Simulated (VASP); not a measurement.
# LaAg (P4/mmm) in VASP: a series of runs, part 2 of 2

VASP 6.6.1.

### Step 3. Single point, LDA

This run uses another cell than the first one, of 29.35 Å³/atom.

INCAR reads:

```
SYSTEM = LaAg
PREC = Accurate
ENCUT = 520
EDIFF = 1E-6
ISMEAR = 1
SIGMA = 0.1
LREAL = .False.
LASPH = .True.
NELM = 100
ALGO = Normal
ISIF = 2
LWAVE = .False.
LCHARG = .False.
NBANDS = 18
```

KPOINTS reads:

```
Automatic mesh
0
Gamma
  8 8 8
  0 0 0
```

POSCAR reads:

```
LaAg
1.0
    3.8826744120      0.0000000000      0.0000000000
    0.0000000000      3.8826744120      0.0000000000
    0.0000000000      0.0000000000      3.8931682672
La Ag
1 1
Direct
    0.5000000000      0.5000000000      0.5000000000
    0.0000000000      0.0000000000      0.0000000000
```

Potentials or basis: VASP PAW LDA potentials, release 64 (La, Ag).

On the command line:

```sh
cat potpaw_LDA.64/La/POTCAR potpaw_LDA.64/Ag/POTCAR > POTCAR
mpirun -np 1 vasp_std > vasp.out
```

OUTCAR:

```text
SYSTEM = LaAg
   PREC = Accurate
   ENCUT = 520
   EDIFF = 1E-6
   ISMEAR = 1
   LREAL = .False.
   LASPH = .True.
   NELM = 100
   ISIF = 2

 ion  position               nearest neighbor table
   1  0.500  0.500  0.500-   2 3.37   2 3.37   2 3.37   2 3.37   2 3.37   2 3.37   2 3.37   2 3.37

   2  0.000  0.000  0.000-   1 3.37   1 3.37   1 3.37   1 3.37   1 3.37   1 3.37   1 3.37   1 3.37

  LATTYP: Found a simple tetragonal cell.
 ALAT       =     3.8826744120
 C/A-ratio  =     1.0027027389

  Lattice vectors:

 A1 = (   3.8826744120,   0.0000000000,   0.0000000000)
 A2 = (   0.0000000000,   3.8826744120,   0.0000000000)
 A3 = (   0.0000000000,   0.0000000000,   3.8931682672)

Analysis of symmetry for initial positions (statically):
=====================================================================
 Subroutine PRICEL returns:
 Original cell was already a primitive cell.

 Routine SETGRP: Setting up the symmetry group for a
 simple tetragonal supercell.

 Subroutine GETGRP returns: Found 16 space group operations
 (whereof 16 operations were pure point group operations)
 out of a pool of 16 trial point group operations.

The static configuration has the point symmetry D_4h.

Analysis of symmetry for dynamics (positions and initial velocities):
=====================================================================
 Subroutine PRICEL returns:
 Original cell was already a primitive cell.

 Routine SETGRP: Setting up the symmetry group for a
 simple tetragonal supercell.

 Subroutine GETGRP returns: Found 16 space group operations
 (whereof 16 operations were pure point group operations)
 out of a pool of 16 trial point group operations.

The dynamic configuration has the point symmetry D_4h.

 Subroutine INISYM returns: Found 16 space group operations
 (whereof 16 operations are pure point group operations),
 and found     1 'primitive' translations

----------------------------------------------------------------------------------------

                                     Primitive cell

  volume of cell :      58.6901

  direct lattice vectors                    reciprocal lattice vectors
     3.882674412  0.000000000  0.000000000     0.257554431  0.000000000  0.000000000
     0.000000000  3.882674412  0.000000000     0.000000000  0.257554431  0.000000000
     0.000000000  0.000000000  3.893168267     0.000000000  0.000000000  0.256860205

  length of vectors
     3.882674412  3.882674412  3.893168267     0.257554431  0.257554431  0.256860205

  position of ions in fractional coordinates (direct lattice)
     0.500000000  0.500000000  0.500000000
     0.000000000  0.000000000  0.000000000

  ion indices of the primitive-cell ions
   primitive index   ion index
                 1           1
                 2           2

----------------------------------------------------------------------------------------

 KPOINTS: Automatic mesh

Automatic generation of k-mesh.
 Grid dimensions read from file:
 generate k-points for:    8    8    8

 Generating k-lattice:

  Cartesian coordinates                     Fractional coordinates (reciprocal lattice)
     0.032194304  0.000000000  0.000000000     0.125000000  0.000000000  0.000000000
     0.000000000  0.032194304  0.000000000     0.000000000  0.125000000  0.000000000
     0.000000000  0.000000000  0.032107526     0.000000000  0.000000000  0.125000000

  Length of vectors
     0.032194304  0.032194304  0.032107526

  Shift w.r.t. Gamma in fractional coordinates (k-lattice)
     0.000000000  0.000000000  0.000000000

 Subroutine IBZKPT returns following result:
 ===========================================

 Found     75 irreducible k-points:

 Following reciprocal coordinates:
            Coordinates               Weight
  0.000000  0.000000  0.000000      1.000000
  0.125000  0.000000  0.000000      4.000000
  0.250000  0.000000  0.000000      4.000000
  0.375000  0.000000  0.000000      4.000000
  0.500000  0.000000  0.000000      2.000000
  0.125000  0.125000  0.000000      4.000000
[... 16 lines left out ...]
  0.375000  0.125000  0.125000     16.000000
  0.500000  0.125000  0.125000      8.000000
 [... further k-points ...]
   k-points           NKPTS =     75   k-points in BZ     NKDIM =     75   number of bands    NBANDS=     18
   number of dos      NEDOS =    301   number of ions     NIONS =      2
   total plane-waves  NPLWV =  27000
   dimension x,y,z NGX =    30 NGY =   30 NGZ =   30
   dimension x,y,z NGXF=    60 NGYF=   60 NGZF=   60
   ions per type =               1   1
   NGX,Y,Z   is equivalent  to a cutoff of  12.85, 12.85, 12.81 a.u.
   NGXF,Y,Z  is equivalent  to a cutoff of  25.69, 25.69, 25.62 a.u.
 SYSTEM =  LaAg
   PREC   = accura    normal or accurate (medium, high low for compatibility)
   ISTART =      0    job   : 0-new  1-cont  2-samecut
   ICHARG =      2    charge: 1-file 2-atom 10-const
   ISPIN  =      1    spin polarized calculation?
   LNONCOLLINEAR =      F non collinear calculations
   LSORBIT =      F    spin-orbit coupling
   LASPH  =      T    aspherical Exc in radial PAW
   ENCUT  =  520.0 eV  38.22 Ry    6.18 a.u.   7.22  7.22  7.24*2*pi/ulx,y,z
   NELM   =    100;   NELMIN=  2; NELMDL= -5     # of ELM steps
   EDIFF  = 0.1E-05   stopping-criterion for ELM
   LREAL  =      F    real-space projection
   EDIFFG = 0.1E-04   stopping-criterion for IOM
   NSW    =      0    number of steps for IOM
   IBRION =     -1    ionic relax: 0-MD 1-quasi-New 2-CG
   NFREE  =      0    steps in history (QN), initial steepest desc. (CG)
   ISIF   =      2    stress and relaxation
   ISYM   =      2    0-nonsym 1-usesym 2-fastsym
   POTIM  = 0.5000    time-step for ionic-motion
   TEBEG  =    0.0;   TEEND  =   0.0 temperature during run
   PSTRESS=    0.0 pullay stress
   NELECT =      22.0000    total number of electrons
   NUPDOWN=      -1.0000    fix difference up-down
   EMIN   =  10.00;   EMAX   =-10.00  energy-range for DOS
   EFERMI =   0.00;   METHOD = LEGACY
   ISMEAR =     1;   SIGMA  =   0.10  broadening in eV -4-tet -1-fermi 0-gaus
   EFERMI_NEDOS =   21; number of points for ismear=-14 and -15
   IALGO  =     38    algorithm
   IMIX   =      4    mixing-type and parameters
     AMIX     =   0.40;   BMIX     =  1.00
     AMIX_MAG =   1.60;   BMIX_MAG =  1.00
  volume/ion in A,a.u.               =      29.35       198.03
  Fermi-wavevector in a.u.,A,eV,Ry     =   1.180395  2.230623 18.957437  1.393332
  Thomas-Fermi vector in A             =   2.316688
   LORBIT       =      0    0 simple, 1 ext, 2 COOP (PROOUT), +10 PAW based schemes
   GGA     = CA    functional components
   LHFCALC =     F    Hartree Fock is set to
   AEXX    =    0.0000 exact exchange contribution
   IVDW    =     0    specifies the selected vdW correction
   LEPSILON=     F    determine dielectric tensor
   LRPA    =     F    only Hartree local field effects (RPA)
 non-spin polarized calculation
 Methfessel and Paxton  Order N= 1 SIGMA  =   0.10
  energy-cutoff  :      520.00
  volume of cell :       58.69
 maximum number of plane-waves:      1602
 NGX is ok and might be reduce to    30
   NGX = 15   NGY = 15   NGZ = 15

 number of electron      22.0000006 magnetization

 Free energy of the ion-electron system (eV)
  ---------------------------------------------------
  ext. energy  EPLUGINS =         0.00000000
  ---------------------------------------------------
  free energy    TOTEN  =        -9.60711889 eV

  energy without entropy =       -9.60804133  energy(sigma->0) =       -9.60742637

 E-fermi :   7.1640     XC(G=0): -10.3074

 val. band max:        7.1420046251   @ k =   0.3750   0.0000   0.0000
 cond. band min:       7.2073951942   @ k =   0.0000   0.0000   0.2500
 fundamental gap:      0.0653905691
 Fermi energy:         7.1639833347

 k-point     1 :       0.0000    0.0000    0.0000
  band No.  band energies     occupation
      1     -25.9800      2.00000
      2      -9.4247      2.00000
      3      -9.4182      2.00000
      4      -9.4182      2.00000
      5       2.1174      2.00000
      6       2.1789      2.00000
[... 10 lines left out ...]
     17       8.4140     -0.00000
     18       8.4140     -0.00000

 k-point     2 :       0.1250    0.0000    0.0000
  band No.  band energies     occupation
      1     -25.9735      2.00000
      2      -9.5115      2.00000
      3      -9.4181      2.00000
      4      -9.4116      2.00000
      5       2.2072      2.00000
      6       2.2598      2.00000
[... 10 lines left out ...]
     17       8.4274     -0.00000
     18       8.4303     -0.00000
[... 442 lines left out ...]
 k-point    24 :       0.5000    0.1250    0.1250
  band No.  band energies     occupation
      1     -25.9233      2.00000
      2      -9.9849      2.00000
      3      -9.4512      2.00000
      4      -9.4468      2.00000
      5       2.4403      2.00000
      6       2.5074      2.00000
[... 10 lines left out ...]
     17       8.5553     -0.00000
     18       8.5994     -0.00000

 [... further k-points ...]
[... 5 lines left out ...]
  --------------------------------------------------------------------------------------
  -------------------------------------------------------------------------------------
  Total       -2.5085728     -2.5085728     -2.5358308      0.0000000     -0.0000000      0.0000000
  in kB      -68.4813271    -68.4813271    -69.2254416      0.0000000     -0.0000000      0.0000000
  external PRESSURE =     -68.7293653 kB  Pullay stress =       0.0000000 kB

 VOLUME and BASIS-vectors are now :
 -----------------------------------------------------------------------------
  energy-cutoff  :      520.00
  volume of cell :       58.69
      direct lattice vectors                 reciprocal lattice vectors
     3.882674412  0.000000000  0.000000000     0.257554431  0.000000000  0.000000000
     0.000000000  3.882674412  0.000000000     0.000000000  0.257554431  0.000000000
     0.000000000  0.000000000  3.893168267     0.000000000  0.000000000  0.256860205

 POSITION                                       TOTAL-FORCE (eV/Angst)
 -----------------------------------------------------------------------------------
      1.94134      1.94134      1.94658         0.000000      0.000000      0.000000
      0.00000      0.00000      0.00000         0.000000      0.000000      0.000000
 -----------------------------------------------------------------------------------
    total drift:                                0.000000     -0.000000     -0.000000

  FREE ENERGIE OF THE ION-ELECTRON SYSTEM (eV)
  ---------------------------------------------------
  free  energy   TOTEN  =        -9.6071188910 eV

  energy  without entropy=       -9.6080413327  energy(sigma->0) =       -9.60742637
```

It took 76 s on 1 thread of AMD EPYC 7R43 (Zen 3), shared host; peak memory 0.2 GiB.

What came out:

```yaml
Free_energy: -9.6071 eV
Pressure: -6.9 GPa
Band_gap_on_the_k_mesh: zero (bands 11 and 12 overlap by 2.17 eV)
```

Caveat: the cell stands under tension; spin-orbit coupling is left out, which moves the levels of the heavy elements.
